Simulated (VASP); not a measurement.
Crystal: Pt.

```
Pt
1.0
     2.76067    0.00000    0.00000
    -1.38033    2.39081    0.00000
     0.00000    0.00000    4.79213
Pt
2
Direct
  0.66667 0.33333 0.75000
  0.33333 0.66667 0.25000
```

This isn't the form of Pt at room conditions, which is fcc.

```yaml
Program: VASP 6.6.1
Task: relaxation of cell and atoms
Functional: r2SCAN
Dispersion: D4
Potentials_or_basis: VASP PAW PBE potentials, release 64 (Pt)
Cutoff: 600 eV
k_mesh: 12 × 12 × 6
Occupations: fermi-dirac, width 0.1 eV
Spin: no spin polarisation
```

At the start: pressure -7.6 GPa; volume 15.81 Å³/atom.

**Question.** Where does the relaxation end?

**Answer.** Over 9 steps the energy falls by 11.6 meV/atom and the volume is 15.34 Å³/atom (-3.0 %); space group P6_3/mmc (No. 194, to 0.1 Å) before and after.

The path:
```tsv
step	energy change (eV)	largest force (eV/Å)	pressure (GPa)	volume (Å³)
1	0.0000	0.0000	-7.58	31.63
2	0.1639	0.0000	27.50	28.33
3	-0.0229	0.0000	-0.24	30.72
4	-0.0229	0.0000	-0.04	30.70
5	-0.0229	0.0000	0.08	30.68
6	-0.0231	0.0000	0.14	30.67
7	-0.0231	0.0000	0.16	30.67
8	-0.0231	0.0000	-0.40	30.73
9	-0.0231	0.0000	0.01	30.69
```

Final structure:
```xyz
2
Lattice="2.7363 0.0000 0.0000 -1.3682 2.3697 0.0000 0.0000 0.0000 4.7322" Properties=species:S:1:pos:R:3 pbc="T T T"
Pt    1.3682    0.7899    3.5492
Pt    0.0000    1.5798    1.1831
```

Caveat: the PAW data sets were made with another functional, which shifts forces and pressure a little.
